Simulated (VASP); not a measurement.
# Ag: electric field gradients with LDA

Ag:

```
Ag
1.0
     0.00000    2.10439    2.04310
     2.10439    0.00000    2.04310
     2.10439    2.10439    0.00000
Ag
1
Direct
  0.00000 0.00000 0.00000
```

This cell differs from its parent crystal: equal xx and yy strain of +3 %.

```
Program                : VASP 6.6.1
Task                   : electric field gradients
Functional             : LDA
Potentials or basis    : VASP PAW LDA potentials, release 64 (Ag)
Cutoff                 : 520 eV
k mesh                 : 15 × 15 × 15
Occupations            : fermi-dirac, width 0.05 eV
Spin                   : no spin polarisation
Dipole correction      : no
Further INCAR settings : ALGO = Normal; EDIFF = 1e-08; NBANDS = 12
```

The pressure is -11.9 GPa.

Stress tensor (GPa, compression positive):
```
-11.91   0.00   0.00
  0.00 -11.91   0.00
  0.00   0.00 -11.83
```

Levels at points of the mesh, in eV from the Fermi level:
```csv
k point,band 3,band 4,band 5,band 6,band 7,band 8,band 9,band 10
"(0.00, 0.00, 0.00)",-4.72,-4.55,-3.81,-3.64,15.80,18.83,18.83,19.13
```

Electric field gradients, principal values (V/Å²):
```tsv
atom	least	middle	greatest (by size)
1 Ag	-0.632	-0.633	1.265
```

It took 49 s on 1 thread of Intel Xeon 8259CL, with other jobs on the host, peak memory 0.18 GiB.

Caveat: the cell differs from its parent crystal (equal xx and yy strain of +3 %); without QUAD_EFG the Cq values of the log hold for a quadrupole moment of 1 mb, not for the nuclei.
